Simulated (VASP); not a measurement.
# YBPd3 (Pm-3m) in VASP: notebook

Runs on YBPd3. Level: LDA. Tasks: single point.

Everything below comes from runs of VASP 6.6.1. Logs are shortened: lines on timing, memory, paths and dates and some standing lists are left out, and cuts for length are marked.

### 1 The cell of the first run

It takes space group Pm-3m (No. 221, cubic). The conventional cell has a = 4.237 Å, b = 4.237 Å, c = 4.237 Å, α = 90.00°, β = 90.00°, γ = 90.00°. Y (site symmetry m-3m) has 12 Pd at 3.00 Å and 8 B at 3.67 Å within 3.9 Å. B (site symmetry m-3m) has 6 Pd at 2.12 Å within 2.8 Å. Within 2.8 Å of Pd (site symmetry 4/mmm) lie 2 B at 2.12 Å.

### 2 Single point, LDA

Input file INCAR:

```
SYSTEM = YBPd3
PREC = Accurate ; ENCUT = 520
EDIFF = 1E-6 ; ISMEAR = -1
SIGMA = 0.15 ; LREAL = .False.
LASPH = .True. ; NELM = 100
ALGO = Normal ; ISIF = 2
LWAVE = .False. ; LCHARG = .False.
NBANDS = 30
```

Input file KPOINTS:

```
regular mesh
0
Gamma
  6 6 6
  0 0 0
```

Input file POSCAR:

```
YBPd3
1.0
    4.2367451853      0.0000000000      0.0000000000
    0.0000000000      4.2367451853      0.0000000000
    0.0000000000      0.0000000000      4.2367451853
Y B Pd
1 1 3
Direct
    0.0000000000      0.0000000000      0.0000000000
    0.5000000000      0.5000000000      0.5000000000
    0.0000000000      0.5000000000      0.5000000000
    0.5000000000      0.5000000000      0.0000000000
    0.5000000000      0.0000000000      0.5000000000
```

Potentials or basis: VASP PAW LDA potentials, release 64 (Y_sv, B, Pd).

Started as:

```
> cat potpaw_LDA.64/Y_sv/POTCAR potpaw_LDA.64/B/POTCAR potpaw_LDA.64/Pd/POTCAR > POTCAR
> mpirun -np 1 vasp_std > vasp.out
```

OUTCAR:

```text
SYSTEM = YBPd3
   PREC = Accurate
   ENCUT = 520
   EDIFF = 1E-6
   ISMEAR = -1
   LREAL = .False.
   LASPH = .True.
   NELM = 100
   ISIF = 2

 ion  position               nearest neighbor table
   1  0.000  0.000  0.000-   3 3.00   4 3.00   5 3.00   3 3.00   5 3.00   3 3.00   4 3.00   3 3.00
                             4 3.00   5 3.00   5 3.00   4 3.00
   2  0.500  0.500  0.500-   3 2.12   4 2.12   5 2.12   4 2.12   5 2.12   3 2.12
   3  0.000  0.500  0.500-   2 2.12   2 2.12   4 3.00   5 3.00   1 3.00   4 3.00   1 3.00   5 3.00
                             1 3.00   1 3.00   4 3.00   5 3.00   4 3.00   5 3.00
   4  0.500  0.500  0.000-   2 2.12   2 2.12   3 3.00   5 3.00   1 3.00   3 3.00   5 3.00   1 3.00
                             5 3.00   5 3.00   1 3.00   3 3.00   3 3.00   1 3.00
   5  0.500  0.000  0.500-   2 2.12   2 2.12   3 3.00   4 3.00   1 3.00   4 3.00   1 3.00   3 3.00
                             4 3.00   4 3.00   1 3.00   3 3.00   1 3.00   3 3.00

  LATTYP: Found a simple cubic cell.
 ALAT       =     4.2367451853

  Lattice vectors:

 A1 = (   4.2367451853,   0.0000000000,   0.0000000000)
 A2 = (   0.0000000000,   4.2367451853,   0.0000000000)
 A3 = (   0.0000000000,   0.0000000000,   4.2367451853)

Analysis of symmetry for initial positions (statically):
=====================================================================
 Subroutine PRICEL returns:
 Original cell was already a primitive cell.

 Routine SETGRP: Setting up the symmetry group for a
 simple cubic supercell.

 Subroutine GETGRP returns: Found 48 space group operations
 (whereof 48 operations were pure point group operations)
 out of a pool of 48 trial point group operations.

The static configuration has the point symmetry O_h .

Analysis of symmetry for dynamics (positions and initial velocities):
=====================================================================
 Subroutine PRICEL returns:
 Original cell was already a primitive cell.

 Routine SETGRP: Setting up the symmetry group for a
 simple cubic supercell.

 Subroutine GETGRP returns: Found 48 space group operations
 (whereof 48 operations were pure point group operations)
 out of a pool of 48 trial point group operations.

The dynamic configuration has the point symmetry O_h .

 Subroutine INISYM returns: Found 48 space group operations
 (whereof 48 operations are pure point group operations),
 and found     1 'primitive' translations

----------------------------------------------------------------------------------------

                                     Primitive cell

  volume of cell :      76.0496

  direct lattice vectors                    reciprocal lattice vectors
     4.236745185  0.000000000  0.000000000     0.236030244  0.000000000  0.000000000
     0.000000000  4.236745185  0.000000000     0.000000000  0.236030244  0.000000000
     0.000000000  0.000000000  4.236745185     0.000000000  0.000000000  0.236030244

  length of vectors
     4.236745185  4.236745185  4.236745185     0.236030244  0.236030244  0.236030244

  position of ions in fractional coordinates (direct lattice)
     0.000000000  0.000000000  0.000000000
     0.500000000  0.500000000  0.500000000
     0.000000000  0.500000000  0.500000000
     0.500000000  0.500000000  0.000000000
     0.500000000  0.000000000  0.500000000

  ion indices of the primitive-cell ions
   primitive index   ion index
                 1           1
                 2           2
                 3           3
                 4           4
                 5           5

----------------------------------------------------------------------------------------

 KPOINTS: regular mesh

Automatic generation of k-mesh.
 Grid dimensions read from file:
 generate k-points for:    6    6    6

 Generating k-lattice:

  Cartesian coordinates                     Fractional coordinates (reciprocal lattice)
     0.039338374  0.000000000  0.000000000     0.166666667  0.000000000  0.000000000
     0.000000000  0.039338374  0.000000000     0.000000000  0.166666667  0.000000000
     0.000000000  0.000000000  0.039338374     0.000000000  0.000000000  0.166666667

  Length of vectors
     0.039338374  0.039338374  0.039338374

  Shift w.r.t. Gamma in fractional coordinates (k-lattice)
     0.000000000  0.000000000  0.000000000

 Subroutine IBZKPT returns following result:
 ===========================================

 Found     20 irreducible k-points:

 Following reciprocal coordinates:
            Coordinates               Weight
  0.000000  0.000000  0.000000      1.000000
  0.166667  0.000000  0.000000      6.000000
  0.333333  0.000000  0.000000      6.000000
  0.500000  0.000000  0.000000      3.000000
  0.166667  0.166667  0.000000     12.000000
  0.333333  0.166667  0.000000     24.000000
[... 12 lines left out ...]
  0.500000  0.500000  0.333333      6.000000
  0.500000  0.500000  0.500000      1.000000
   k-points           NKPTS =     20   k-points in BZ     NKDIM =     20   number of bands    NBANDS=     30
   number of dos      NEDOS =    301   number of ions     NIONS =      5
   total plane-waves  NPLWV =  32768
   dimension x,y,z NGX =    32 NGY =   32 NGZ =   32
   dimension x,y,z NGXF=    64 NGYF=   64 NGZF=   64
   ions per type =               1   1   3
   NGX,Y,Z   is equivalent  to a cutoff of  12.56, 12.56, 12.56 a.u.
   NGXF,Y,Z  is equivalent  to a cutoff of  25.11, 25.11, 25.11 a.u.
 SYSTEM =  YBPd3
   PREC   = accura    normal or accurate (medium, high low for compatibility)
   ISTART =      0    job   : 0-new  1-cont  2-samecut
   ICHARG =      2    charge: 1-file 2-atom 10-const
   ISPIN  =      1    spin polarized calculation?
   LNONCOLLINEAR =      F non collinear calculations
   LSORBIT =      F    spin-orbit coupling
   LASPH  =      T    aspherical Exc in radial PAW
   ENCUT  =  520.0 eV  38.22 Ry    6.18 a.u.   7.88  7.88  7.88*2*pi/ulx,y,z
   NELM   =    100;   NELMIN=  2; NELMDL= -5     # of ELM steps
   EDIFF  = 0.1E-05   stopping-criterion for ELM
   LREAL  =      F    real-space projection
   EDIFFG = 0.1E-04   stopping-criterion for IOM
   NSW    =      0    number of steps for IOM
   IBRION =     -1    ionic relax: 0-MD 1-quasi-New 2-CG
   NFREE  =      0    steps in history (QN), initial steepest desc. (CG)
   ISIF   =      2    stress and relaxation
   ISYM   =      2    0-nonsym 1-usesym 2-fastsym
   POTIM  = 0.5000    time-step for ionic-motion
   TEBEG  =    0.0;   TEEND  =   0.0 temperature during run
   PSTRESS=    0.0 pullay stress
   NELECT =      44.0000    total number of electrons
   NUPDOWN=      -1.0000    fix difference up-down
   EMIN   =  10.00;   EMAX   =-10.00  energy-range for DOS
   EFERMI =   0.00;   METHOD = LEGACY
   ISMEAR =    -1;   SIGMA  =   0.15  broadening in eV -4-tet -1-fermi 0-gaus
   EFERMI_NEDOS =   21; number of points for ismear=-14 and -15
   IALGO  =     38    algorithm
   IMIX   =      4    mixing-type and parameters
     AMIX     =   0.40;   BMIX     =  1.00
     AMIX_MAG =   1.60;   BMIX_MAG =  1.00
  volume/ion in A,a.u.               =      15.21       102.64
  Fermi-wavevector in a.u.,A,eV,Ry     =   1.364143  2.577857 25.318910  1.860887
  Thomas-Fermi vector in A             =   2.490485
   LORBIT       =      0    0 simple, 1 ext, 2 COOP (PROOUT), +10 PAW based schemes
   GGA     = CA    functional components
   LHFCALC =     F    Hartree Fock is set to
   AEXX    =    0.0000 exact exchange contribution
   IVDW    =     0    specifies the selected vdW correction
   LEPSILON=     F    determine dielectric tensor
   LRPA    =     F    only Hartree local field effects (RPA)
 non-spin polarized calculation
  energy-cutoff  :      520.00
  volume of cell :       76.05
 maximum number of plane-waves:      2103
 NGX is ok and might be reduce to    32
   NGX = 15   NGY = 15   NGZ = 15

 number of electron      43.9999989 magnetization

 Free energy of the ion-electron system (eV)
  ---------------------------------------------------
  ext. energy  EPLUGINS =         0.00000000
  ---------------------------------------------------
  free energy    TOTEN  =       -37.20983338 eV

  energy without entropy =      -36.99098083  energy(sigma->0) =      -37.10040710

 E-fermi :   8.4361     XC(G=0): -12.4872

 val. band max:        8.4158852424   @ k =   0.5000   0.1667   0.0000
 cond. band min:       8.5573140028   @ k =   0.3333   0.0000   0.0000
 fundamental gap:      0.1414287604
 Fermi energy:         8.4361408598

 k-point     1 :       0.0000    0.0000    0.0000
  band No.  band energies     occupation
      1     -34.2943      2.00000
      2     -14.4132      2.00000
      3     -14.4132      2.00000
      4     -14.4132      2.00000
      5      -2.1298      2.00000
      6       2.2369      2.00000
[... 22 lines left out ...]
     29      14.4246      0.00000
     30      14.8447      0.00000

 k-point     2 :       0.1667    0.0000    0.0000
  band No.  band energies     occupation
      1     -34.2933      2.00000
      2     -14.4358      2.00000
      3     -14.4149      2.00000
      4     -14.4149      2.00000
      5      -1.9320      2.00000
      6       2.4617      2.00000
[... 22 lines left out ...]
     29      14.1737      0.00000
     30      14.8028      0.00000

 k-point     3 :       0.3333    0.0000    0.0000
  band No.  band energies     occupation
      1     -34.2914      2.00000
      2     -14.4803      2.00000
      3     -14.4182      2.00000
      4     -14.4182      2.00000
      5      -1.4412      2.00000
      6       2.8997      2.00000
[... 22 lines left out ...]
     29      13.9237      0.00000
     30      14.0967      0.00000

 k-point     4 :       0.5000    0.0000    0.0000
  band No.  band energies     occupation
      1     -34.2905      2.00000
      2     -14.5024      2.00000
      3     -14.4199      2.00000
      4     -14.4199      2.00000
      5      -1.1095      2.00000
      6       2.4422      2.00000
[... 484 lines left out ...]
     29      13.5198      0.00000
     30      14.1900      0.00000

 k-point    19 :       0.5000    0.5000    0.3333
  band No.  band energies     occupation
      1     -34.2872      2.00000
      2     -14.4687      2.00000
      3     -14.4687      2.00000
      4     -14.4542      2.00000
      5       0.7004      2.00000
      6       1.4057      2.00000
[... 22 lines left out ...]
     29      13.9320      0.00000
     30      14.4059      0.00000

 k-point    20 :       0.5000    0.5000    0.5000
  band No.  band energies     occupation
      1     -34.2870      2.00000
      2     -14.4638      2.00000
      3     -14.4638      2.00000
      4     -14.4638      2.00000
      5       1.2718      2.00000
      6       1.2718      2.00000
[... 22 lines left out ...]
     29      14.2937      0.00000
     30      14.2937      0.00000

------------------------ aborting loop because EDIFF is reached ----------------------------------------

  FORCE on cell =-STRESS in cart. coord.  units (eV):
  Direction    XX          YY          ZZ          XY          YZ          ZX
  --------------------------------------------------------------------------------------
  -------------------------------------------------------------------------------------
  Total       -0.6852190     -0.6852190     -0.6852190     -0.0000000     -0.0000000     -0.0000000
  in kB      -14.4358699    -14.4358699    -14.4358699     -0.0000000     -0.0000000     -0.0000000
  external PRESSURE =     -14.4358699 kB  Pullay stress =       0.0000000 kB

 VOLUME and BASIS-vectors are now :
 -----------------------------------------------------------------------------
  energy-cutoff  :      520.00
  volume of cell :       76.05
      direct lattice vectors                 reciprocal lattice vectors
     4.236745185  0.000000000  0.000000000     0.236030244  0.000000000  0.000000000
     0.000000000  4.236745185  0.000000000     0.000000000  0.236030244  0.000000000
     0.000000000  0.000000000  4.236745185     0.000000000  0.000000000  0.236030244

 POSITION                                       TOTAL-FORCE (eV/Angst)
 -----------------------------------------------------------------------------------
      0.00000      0.00000      0.00000         0.000000      0.000000      0.000000
      2.11837      2.11837      2.11837         0.000000      0.000000      0.000000
      0.00000      2.11837      2.11837         0.000000      0.000000      0.000000
      2.11837      2.11837      0.00000         0.000000      0.000000      0.000000
      2.11837      0.00000      2.11837         0.000000      0.000000      0.000000
 -----------------------------------------------------------------------------------
    total drift:                                0.000000     -0.000000     -0.000000

  FREE ENERGIE OF THE ION-ELECTRON SYSTEM (eV)
  ---------------------------------------------------
  free  energy   TOTEN  =       -37.2098333790 eV

  energy  without entropy=      -36.9909808261  energy(sigma->0) =      -37.10040710
```

Wall time 47 s (1 thread of Intel Xeon 8259CL, shared host); peak memory 0.19 GiB.

What came out:

- Free energy: -37.2098 eV
- Pressure: -1.4 GPa
- Band gap on the k mesh: zero (bands 22 and 23 overlap by 1.94 eV)

### 3 Single point, LDA

This run uses another cell than the first one, of 15.53 Å³/atom.

Input file INCAR:

```
  PREC = Accurate
  ENCUT = 520
  EDIFF = 1E-6
  ISMEAR = -1
  SIGMA = 0.15
  LREAL = False
  LASPH = True
  NELM = 60
  ALGO = Normal
  ISIF = 2
  LWAVE = False
  LCHARG = True
  GGA = CA
  LELF = True
  LVHAR = True
  NBANDS = 30
```

Input file KPOINTS:

```
Automatic mesh
0
Gamma
  6 6 6
```

Changes to POSCAR since step 2:

```diff
@@ -2,5 +2,5 @@
 1.0
-    4.2367451853      0.0000000000      0.0000000000
-    0.0000000000      4.2367451853      0.0000000000
-    0.0000000000      0.0000000000      4.2367451853
+    4.2665824020      0.0000000000      0.0000000000
+    0.0000000000      4.2665824020      0.0000000000
+    0.0000000000      0.0000000000      4.2665824020
 Y B Pd
```

Potentials or basis: VASP PAW LDA potentials, release 64 (Y_sv, B, Pd).

Started as:

```
> cat potpaw_LDA.64/Y_sv/POTCAR potpaw_LDA.64/B/POTCAR potpaw_LDA.64/Pd/POTCAR > POTCAR
> mpirun -np 1 vasp_std > vasp.out
```

Wall time 54 s (1 thread of Intel Xeon 8259CL, shared host); peak memory 0.19 GiB.

Results (log left out):

| Quantity | Value |
| --- | --- |
| Free energy | -37.1787 eV |
| Pressure | -4.8 GPa |
| Band gap on the k mesh | zero (bands 22 and 23 overlap by 1.86 eV) |

Levels at points of the mesh, in eV from the Fermi level:
| k point | band 20 | band 21 | band 22 | band 23 | band 24 | band 25 |
| --- | --- | --- | --- | --- | --- | --- |
| (0.00, 0.00, 0.00) | -1.68 | -1.56 | -1.56 | -1.56 | 1.87 | 1.87 |
| (0.50, 0.00, 0.00) | -2.46 | -1.68 | 0.31 | 0.31 | 1.57 | 2.57 |
| (0.50, 0.50, 0.00) | -2.63 | -1.65 | -0.40 | -0.40 | 1.72 | 1.72 |
| (0.50, 0.50, 0.50) | -1.82 | 0.30 | 0.30 | 0.30 | 0.36 | 0.36 |

Caveat: the cell stands under tension.

The gap in the log of VASP goes by the Fermi energy; the results here count the filled bands.